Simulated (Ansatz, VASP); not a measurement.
# Pd: VASP beside Ansatz

```
Pd
1.0
     2.76759    0.00000    0.00000
    -1.38380    2.39680    0.00000
     0.00000    0.00000    9.15405
Pd
4
Direct
  0.00000 0.00000 0.00000
  0.00000 0.00000 0.50000
  0.33333 0.66667 0.25000
  0.66667 0.33333 0.75000
```

Alike in both runs: task single point; functional RPBE; k mesh 14 × 14 × 4; occupations fermi-dirac, width 0.05 eV; collinear spin.

|  | VASP | Ansatz |
| --- | --- | --- |
| version | VASP 6.6.1 | Ansatz 0.2.0 |
| potentials or method | VASP PAW PBE potentials, release 64 (Pd), cutoff 520 eV | plane waves (420 eV) with PAW, scalar-relativistic |
| valence electrons in the cell | 40 | 72 |

```tsv
	VASP	Ansatz	Ansatz less VASP
pressure (GPa)	6.7	7.0	+0.27
traceless stress, the component that is largest in VASP (GPa)	-0.76	-0.75	+0.016
net moment per atom (μB)	0.36	0.36	-0.001
size of the moment on the site where the two differ most (μB)	0.37	0.38	+0.009
```

VASP's potentials were made for PBE, not for RPBE. Site moments also hang on the region over which each program counts them. The functional is the same, so the differences come from potentials, cutoffs and numerics. VASP's potentials hold 40 valence electrons a cell and Ansatz's 72, so a difference there can come from the potentials and not from the codes.
